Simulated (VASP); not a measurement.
# NaCl (P6_3/mmc) in VASP: single point with PBE

Aim: the single point of NaCl with PBE.

All numbers are computed with VASP 6.6.1; they aren't measurements. Logs are shortened: lines on timing, memory, paths and dates and some standing lists are left out, and cuts for length are marked.

### Step 1. The cell of the first run

It takes space group P6_3/mmc (No. 194, hexagonal). The conventional cell has a = 3.990 Å, b = 3.990 Å, c = 20.289 Å, α = 90.00°, β = 90.00°, γ = 120.00°. Na (site symmetry -6m2) has 6 Cl at 2.90 Å within 3.8 Å. Within 3.7 Å of Na (site symmetry 3m) lie 6 Cl at 2.84 Å. Cl (site symmetry 3m) has 6 Na at 2.84 to 2.90 Å and 1 Cl at 3.52 Å within 3.7 Å. Within 3.7 Å of Cl (site symmetry -3m) lie 6 Na at 2.84 Å.

### Step 2. Single point, PBE

File INCAR:

```
SYSTEM = NaCl
PREC     = Accurate       ! precision mode
ENCUT    = 520            ! plane-wave cutoff, eV
EDIFF    = 1E-6           ! SCF threshold, eV
ISMEAR   = 0              ! smearing method
SIGMA    = 0.02           ! smearing width, eV
LREAL    = .FALSE.        ! projectors in reciprocal space
LASPH    = .TRUE.         ! aspherical terms in the spheres
NELM     = 100            ! most SCF steps
ALGO     = Normal         ! electronic algorithm
ISIF     = 2              ! what is computed and relaxed
LWAVE    = .FALSE.        ! write WAVECAR
LCHARG   = .FALSE.        ! write CHGCAR
GGA      = PE             ! functional
NBANDS   = 54             ! bands
```

File KPOINTS:

```
Automatic mesh
0
G
  9 9 2
  0 0 0
```

File POSCAR:

```
NaCl
1.0
    3.9896510725      0.0000000000      0.0000000000
   -1.9948255362      3.4551391810      0.0000000000
    0.0000000000      0.0000000000     20.2893325740
Na Cl
6 6
Direct
    0.0000000000      0.0000000000      0.0000000000
    0.3333333333      0.6666666667      0.1684322808
    0.6666666667      0.3333333333      0.3315677192
    0.0000000000      0.0000000000      0.5000000000
    0.6666666667      0.3333333333      0.6684322808
    0.3333333333      0.6666666667      0.8315677192
    0.6666666667      0.3333333333      0.0867362681
    0.0000000000      0.0000000000      0.2500000000
    0.3333333333      0.6666666667      0.4132637319
    0.3333333333      0.6666666667      0.5867362681
    0.0000000000      0.0000000000      0.7500000000
    0.6666666667      0.3333333333      0.9132637319
```

Potentials or basis: VASP PAW PBE potentials, release 64 (Na_pv, Cl).

Launch:

```sh
$ cat potpaw_PBE.64/Na_pv/POTCAR potpaw_PBE.64/Cl/POTCAR > POTCAR
$ mpirun -np 1 vasp_std > vasp.out
```

OUTCAR:

```text
SYSTEM = NaCl
   PREC = Accurate
   ENCUT = 520
   EDIFF = 1E-6
   ISMEAR = 0
   LREAL = .FALSE.
   LASPH = .TRUE.
   NELM = 100
   ISIF = 2
   GGA = PE

 ion  position               nearest neighbor table
   1  0.000  0.000  0.000-
   2  0.333  0.667  0.168-
   3  0.667  0.333  0.332-
   4  0.000  0.000  0.500-
   5  0.667  0.333  0.668-
   6  0.333  0.667  0.832-
   7  0.667  0.333  0.087-
   8  0.000  0.000  0.250-
   9  0.333  0.667  0.413-
  10  0.333  0.667  0.587-
  11  0.000  0.000  0.750-
  12  0.667  0.333  0.913-

  LATTYP: Found a hexagonal cell.
 ALAT       =     3.9896510725
 C/A-ratio  =     5.0854904866

  Lattice vectors:

 A1 = (   3.9896510725,   0.0000000000,   0.0000000000)
 A2 = (  -1.9948255362,   3.4551391810,   0.0000000000)
 A3 = (   0.0000000000,   0.0000000000,  20.2893325740)

Analysis of symmetry for initial positions (statically):
=====================================================================
 Subroutine PRICEL returns:
 Original cell was already a primitive cell.

 Routine SETGRP: Setting up the symmetry group for a
 hexagonal supercell.

 Subroutine GETGRP returns: Found 24 space group operations
 (whereof 12 operations were pure point group operations)
 out of a pool of 24 trial point group operations.

The static configuration has the point symmetry D_3h.
 The point group associated with its full space group is D_6h.

Analysis of symmetry for dynamics (positions and initial velocities):
=====================================================================
 Subroutine PRICEL returns:
 Original cell was already a primitive cell.

 Routine SETGRP: Setting up the symmetry group for a
 hexagonal supercell.

 Subroutine GETGRP returns: Found 24 space group operations
 (whereof 12 operations were pure point group operations)
 out of a pool of 24 trial point group operations.

The dynamic configuration has the point symmetry D_3h.
 The point group associated with its full space group is D_6h.

 Subroutine INISYM returns: Found 24 space group operations
 (whereof 12 operations are pure point group operations),
 and found     1 'primitive' translations

----------------------------------------------------------------------------------------

                                     Primitive cell

  volume of cell :     279.6844

  direct lattice vectors                    reciprocal lattice vectors
     3.989651073  0.000000000  0.000000000     0.250648486  0.144711971  0.000000000
    -1.994825536  3.455139181  0.000000000     0.000000000  0.289423941  0.000000000
     0.000000000  0.000000000 20.289332574     0.000000000  0.000000000  0.049286984

  length of vectors
     3.989651073  3.989651072 20.289332574     0.289423941  0.289423941  0.049286984

  position of ions in fractional coordinates (direct lattice)
     0.000000000  0.000000000  0.000000000
     0.333333333  0.666666667  0.168432281
     0.666666667  0.333333333  0.331567719
     0.000000000  0.000000000  0.500000000
     0.666666667  0.333333333  0.668432281
     0.333333333  0.666666667  0.831567719
     0.666666667  0.333333333  0.086736268
     0.000000000  0.000000000  0.250000000
     0.333333333  0.666666667  0.413263732
     0.333333333  0.666666667  0.586736268
     0.000000000  0.000000000  0.750000000
     0.666666667  0.333333333  0.913263732

  ion indices of the primitive-cell ions
   primitive index   ion index
                 1           1
                 2           2
                 3           3
                 4           4
                 5           5
                 6           6
                 7           7
                 8           8
                 9           9
                10          10
                11          11
                12          12

----------------------------------------------------------------------------------------

 KPOINTS: Automatic mesh

Automatic generation of k-mesh.
 Grid dimensions read from file:
 generate k-points for:    9    9    2

 Generating k-lattice:

  Cartesian coordinates                     Fractional coordinates (reciprocal lattice)
     0.027849832  0.016079108  0.000000000     0.111111111  0.000000000  0.000000000
     0.000000000  0.032158216  0.000000000     0.000000000  0.111111111  0.000000000
     0.000000000  0.000000000  0.024643492     0.000000000  0.000000000  0.500000000

  Length of vectors
     0.032158216  0.032158216  0.024643492

  Shift w.r.t. Gamma in fractional coordinates (k-lattice)
     0.000000000  0.000000000  0.000000000

 Subroutine IBZKPT returns following result:
 ===========================================

 Found     24 irreducible k-points:

 Following reciprocal coordinates:
            Coordinates               Weight
  0.000000  0.000000  0.000000      1.000000
  0.111111  0.000000  0.000000      6.000000
  0.222222  0.000000  0.000000      6.000000
  0.333333  0.000000  0.000000      6.000000
  0.444444  0.000000  0.000000      6.000000
  0.111111  0.111111  0.000000      6.000000
[... 16 lines left out ...]
  0.333333  0.222222  0.500000     12.000000
  0.333333  0.333333  0.500000      2.000000
   k-points           NKPTS =     24   k-points in BZ     NKDIM =     24   number of bands    NBANDS=     54
   number of dos      NEDOS =    301   number of ions     NIONS =     12
   total plane-waves  NPLWV = 144000
   dimension x,y,z NGX =    30 NGY =   30 NGZ =  160
   dimension x,y,z NGXF=    60 NGYF=   60 NGZF=  320
   ions per type =               6   6
   NGX,Y,Z   is equivalent  to a cutoff of  12.50, 12.50, 13.11 a.u.
   NGXF,Y,Z  is equivalent  to a cutoff of  25.00, 25.00, 26.22 a.u.
 SYSTEM =  NaCl
   PREC   = accura    normal or accurate (medium, high low for compatibility)
   ISTART =      0    job   : 0-new  1-cont  2-samecut
   ICHARG =      2    charge: 1-file 2-atom 10-const
   ISPIN  =      1    spin polarized calculation?
   LNONCOLLINEAR =      F non collinear calculations
   LSORBIT =      F    spin-orbit coupling
   LASPH  =      T    aspherical Exc in radial PAW
   ENCUT  =  520.0 eV  38.22 Ry    6.18 a.u.   7.42  7.42 37.72*2*pi/ulx,y,z
   NELM   =    100;   NELMIN=  2; NELMDL= -5     # of ELM steps
   EDIFF  = 0.1E-05   stopping-criterion for ELM
   LREAL  =      F    real-space projection
   EDIFFG = 0.1E-04   stopping-criterion for IOM
   NSW    =      0    number of steps for IOM
   IBRION =     -1    ionic relax: 0-MD 1-quasi-New 2-CG
   NFREE  =      0    steps in history (QN), initial steepest desc. (CG)
   ISIF   =      2    stress and relaxation
   ISYM   =      2    0-nonsym 1-usesym 2-fastsym
   POTIM  = 0.5000    time-step for ionic-motion
   TEBEG  =    0.0;   TEEND  =   0.0 temperature during run
   PSTRESS=    0.0 pullay stress
   NELECT =      84.0000    total number of electrons
   NUPDOWN=      -1.0000    fix difference up-down
   EMIN   =  10.00;   EMAX   =-10.00  energy-range for DOS
   EFERMI =   0.00;   METHOD = LEGACY
   ISMEAR =     0;   SIGMA  =   0.02  broadening in eV -4-tet -1-fermi 0-gaus
   EFERMI_NEDOS =   21; number of points for ismear=-14 and -15
   IALGO  =     38    algorithm
   IMIX   =      4    mixing-type and parameters
     AMIX     =   0.40;   BMIX     =  1.00
     AMIX_MAG =   1.60;   BMIX_MAG =  1.00
  volume/ion in A,a.u.               =      23.31       157.28
  Fermi-wavevector in a.u.,A,eV,Ry     =   1.096340  2.071782 16.353672  1.201961
  Thomas-Fermi vector in A             =   2.232680
   LORBIT       =      0    0 simple, 1 ext, 2 COOP (PROOUT), +10 PAW based schemes
   GGA     = PE    functional components
   LHFCALC =     F    Hartree Fock is set to
   AEXX    =    0.0000 exact exchange contribution
   IVDW    =     0    specifies the selected vdW correction
   LEPSILON=     F    determine dielectric tensor
   LRPA    =     F    only Hartree local field effects (RPA)
 non-spin polarized calculation
 Gauss-broadening in eV      SIGMA  =   0.02
  energy-cutoff  :      520.00
  volume of cell :      279.68
 maximum number of plane-waves:      7583
 NGX is ok and might be reduce to    30
   NGX = 15   NGY = 15   NGZ = 75

 number of electron      83.9999983 magnetization

 Free energy of the ion-electron system (eV)
  ---------------------------------------------------
  ext. energy  EPLUGINS =         0.00000000
  ---------------------------------------------------
  free energy    TOTEN  =       -40.42146376 eV

  energy without entropy =      -40.42146376  energy(sigma->0) =      -40.42146376

 E-fermi :  -0.7577     XC(G=0):  -7.9884

 val. band max:       -0.8443859453   @ k =   0.1111   0.0000   0.0000
 cond. band min:       3.9625221420   @ k =   0.0000   0.0000   0.0000
 fundamental gap:      4.8069080873
 Fermi energy:        -0.7576533798

 k-point     1 :       0.0000    0.0000    0.0000
  band No.  band energies     occupation
      1     -22.0925      2.00000
      2     -22.0925      2.00000
      3     -22.0925      2.00000
      4     -22.0925      2.00000
      5     -22.0818      2.00000
      6     -22.0818      2.00000
[... 46 lines left out ...]
     53       9.5708      0.00000
     54       9.7714      0.00000

 k-point     2 :       0.1111    0.0000    0.0000
  band No.  band energies     occupation
      1     -22.0945      2.00000
      2     -22.0945      2.00000
      3     -22.0930      2.00000
      4     -22.0929      2.00000
      5     -22.0813      2.00000
      6     -22.0813      2.00000
[... 46 lines left out ...]
     53       9.5605      0.00000
     54       9.6186      0.00000
[... 1195 lines left out ...]
     53       8.5978      0.00000
     54       8.5980      0.00000

 k-point    24 :       0.3333    0.3333    0.5000
  band No.  band energies     occupation
      1     -22.1059      2.00000
      2     -22.1059      2.00000
      3     -22.1022      2.00000
      4     -22.1022      2.00000
      5     -22.0765      2.00000
      6     -22.0765      2.00000
[... 46 lines left out ...]
     53       8.4178      0.00000
     54       8.4222      0.00000

------------------------ aborting loop because EDIFF is reached ----------------------------------------

  FORCE on cell =-STRESS in cart. coord.  units (eV):
  Direction    XX          YY          ZZ          XY          YZ          ZX
  --------------------------------------------------------------------------------------
  -------------------------------------------------------------------------------------
  Total       -0.0219094     -0.0219094      0.0305721     -0.0000000      0.0000000      0.0000000
  in kB       -0.1255084     -0.1255084      0.1751330     -0.0000000      0.0000000      0.0000000
  external PRESSURE =      -0.0252946 kB  Pullay stress =       0.0000000 kB

 VOLUME and BASIS-vectors are now :
 -----------------------------------------------------------------------------
  energy-cutoff  :      520.00
  volume of cell :      279.68
      direct lattice vectors                 reciprocal lattice vectors
     3.989651073  0.000000000  0.000000000     0.250648486  0.144711971  0.000000000
    -1.994825536  3.455139181  0.000000000     0.000000000  0.289423941  0.000000000
     0.000000000  0.000000000 20.289332574     0.000000000  0.000000000  0.049286984

 POSITION                                       TOTAL-FORCE (eV/Angst)
 -----------------------------------------------------------------------------------
      0.00000      0.00000      0.00000         0.000000      0.000000     -0.000000
     -0.00000      2.30343      3.41738         0.000000     -0.000000      0.001254
      1.99483      1.15171      6.72729        -0.000000      0.000000     -0.001254
      0.00000      0.00000     10.14467        -0.000000     -0.000000     -0.000000
      1.99483      1.15171     13.56204        -0.000000      0.000000      0.001254
     -0.00000      2.30343     16.87195         0.000000     -0.000000     -0.001254
      1.99483      1.15171      1.75982         0.000000     -0.000000     -0.001204
      0.00000      0.00000      5.07233         0.000000      0.000000     -0.000000
     -0.00000      2.30343      8.38485        -0.000000     -0.000000      0.001204
     -0.00000      2.30343     11.90449        -0.000000      0.000000     -0.001204
      0.00000      0.00000     15.21700         0.000000      0.000000     -0.000000
      1.99483      1.15171     18.52951         0.000000     -0.000000      0.001204
 -----------------------------------------------------------------------------------
    total drift:                               -0.000000      0.000000      0.000000

  FREE ENERGIE OF THE ION-ELECTRON SYSTEM (eV)
  ---------------------------------------------------
  free  energy   TOTEN  =       -40.4214637620 eV

  energy  without entropy=      -40.4214637620  energy(sigma->0) =      -40.42146376
```

It took 4 min on 1 thread of Intel Xeon 6975P-C (Granite Rapids), shared host; peak memory 0.52 GiB.

Results:

| Quantity | Value |
| --- | --- |
| Free energy | -40.4215 eV |
| Pressure | 0.0 GPa |
| Band gap on the k mesh | 4.81 eV, indirect (least direct gap 4.81 eV) |

A k mesh can miss the band edges.
